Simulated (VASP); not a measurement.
# Mn: single point with revPBE

The system is Mn.

```
CELL_PARAMETERS angstrom
-1.37888 1.67751 1.22993
1.67751 -1.37888 1.22993
2.81084 2.81084 -0.68299
ATOMIC_POSITIONS crystal
Mn 0.04169 0.95831 0.00000
Mn 0.70831 0.29169 0.50000
```

| Property | Result |
| --- | --- |
| Program | VASP 6.6.1 |
| Task | single point |
| Functional | revPBE |
| Potentials or basis | VASP PAW PBE potentials, release 64 (Mn_pv) |
| Cutoff | 520 eV |
| k mesh | 14 × 14 × 10 |
| Occupations | fermi-dirac, width 0.1 eV |
| Spin | no spin polarisation |

* Pressure: 0.0 GPa
* Band gap on the k mesh: zero (band 13 reaches 11.40 eV, above the bottom of band 14 at 9.28 eV)

Stress tensor (GPa, compression positive):
```
-0.02 -0.06  0.02
-0.06 -0.02  0.02
 0.02  0.02  0.01
```

Levels at points of the mesh, in eV from the Fermi level:
```tsv
k point	band 9	band 10	band 11	band 12	band 13	band 14	band 15	band 16	band 17	band 18
(0.00, 0.00, 0.00)	-0.94	-0.93	-0.93	-0.47	-0.47	0.04	0.04	0.71	1.58	1.58
(0.50, 0.00, 0.00)	-3.61	-1.36	-1.14	-0.91	-0.41	1.77	1.92	1.98	3.51	5.58
(0.00, 0.50, 0.00)	-3.61	-1.36	-1.14	-0.91	-0.41	1.77	1.92	1.98	3.51	5.58
(0.50, 0.50, 0.00)	-3.62	-1.36	-1.14	-0.91	-0.41	1.77	1.92	1.98	3.51	5.58
(0.00, 0.00, 0.50)	-1.50	-1.50	-1.01	-1.01	-1.01	-1.01	1.16	1.16	1.16	1.16
(0.50, 0.00, 0.50)	-2.59	-2.59	0.18	0.18	0.82	0.82	1.89	1.89	3.11	3.11
(0.00, 0.50, 0.50)	-2.59	-2.59	0.18	0.18	0.82	0.82	1.89	1.89	3.11	3.11
(0.50, 0.50, 0.50)	-2.59	-2.59	0.18	0.18	0.82	0.82	1.89	1.89	3.12	3.12
```

Wall time 3.1 min on 1 thread of Intel(R) Xeon(R) 6975P-C (Granite Rapids), on a shared host, peak memory 0.41 GiB.

Caveat: the PAW data sets were made with another functional, which shifts forces and pressure a little; the run has no spin polarisation, though such a crystal can be magnetic. Spin polarisation is off, so any magnetic state and its effect on volume and gap are missing.
